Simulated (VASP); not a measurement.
Write the native input for VASP 6.6.1 that does the following.

```
Task                    : density of states
Functional              : PBE
Potentials or basis     : VASP PAW PBE potentials, release 64 (Zn, O)
Cutoff                  : 520 eV
k mesh                  : 12 × 12 × 4
Occupations             : gaussian, width 0.02 eV
Spin                    : no spin polarisation
Dipole correction       : no
k mesh for the DOS      : 18 × 18 × 6
Occupations for the DOS : tetrahedron
Further INCAR settings  : ALGO = Normal; EDIFF = 1e-06; NBANDS = 46
```

ZnO:

```
Zn O
1.0
     3.27181    0.00000    0.00000
    -1.63591    2.83347    0.00000
     0.00000    0.00000   10.63000
Zn O
4 4
Cartesian
  1.6359 0.9445 8.9728
  0.0000 1.8890 3.6578
  0.0000 0.0000 6.3175
  0.0000 0.0000 1.0025
  1.6359 0.9445 6.9724
  0.0000 1.8890 1.6574
  0.0000 0.0000 4.3123
  0.0000 0.0000 9.6273
```

The input as run:

POSCAR

```
ZnO
1.0
    3.2718122525      0.0000000000      0.0000000000
   -1.6359061262      2.8334725271      0.0000000000
    0.0000000000      0.0000000000     10.6299963391
Zn O
4 4
Direct
    0.6666666667      0.3333333333      0.8441010606
    0.3333333333      0.6666666667      0.3441010606
    0.0000000000      0.0000000000      0.5943078470
    0.0000000000      0.0000000000      0.0943078470
    0.6666666667      0.3333333333      0.6559158559
    0.3333333333      0.6666666667      0.1559158559
    0.0000000000      0.0000000000      0.4056752366
    0.0000000000      0.0000000000      0.9056752366
```

INCAR.step1

```
SYSTEM = ZnO
  PREC = Accurate
  ENCUT = 520
  EDIFF = 1E-6
  ISMEAR = 0
  SIGMA = 0.02
  LREAL = .False.
  LASPH = .True.
  NELM = 100
  ALGO = Normal
  ISIF = 2
  LWAVE = .False.
  LCHARG = .True.
  GGA = PE
  NBANDS = 46
```

KPOINTS.step1

```
regular mesh
0
Gamma
  12 12 4
  0 0 0
```

INCAR.step2

```
SYSTEM = ZnO
  PREC = Accurate
  ENCUT = 520
  EDIFF = 1E-6
  ISMEAR = -5
  SIGMA = 0.02
  LREAL = .False.
  LASPH = .True.
  NELM = 100
  ALGO = Normal
  ISIF = 2
  LWAVE = .False.
  LCHARG = .False.
  GGA = PE
  LORBIT = 11
  NBANDS = 46
  NEDOS = 2001
  ICHARG = 11
```

KPOINTS.step2

```
regular mesh
0
Gamma
  18 18 6
  0 0 0
```

Potentials or basis: VASP PAW PBE potentials, release 64 (Zn, O).

The run is started by

```bash
$ cat potpaw_PBE.64/Zn/POTCAR potpaw_PBE.64/O/POTCAR > POTCAR
$ cp INCAR.step1 INCAR
$ cp KPOINTS.step1 KPOINTS
$ mpirun -np 1 vasp_std > vasp.out
$ cp INCAR.step2 INCAR
$ cp KPOINTS.step2 KPOINTS
$ mpirun -np 1 vasp_std > vasp.out
```

Results of the run:

* Valence electrons inside the program's atomic spheres: Zn 10.80; O 4.99

Run time: 15 min on 1 thread of AMD EPYC 7R13, on a shared host, peak memory 0.52 GiB.
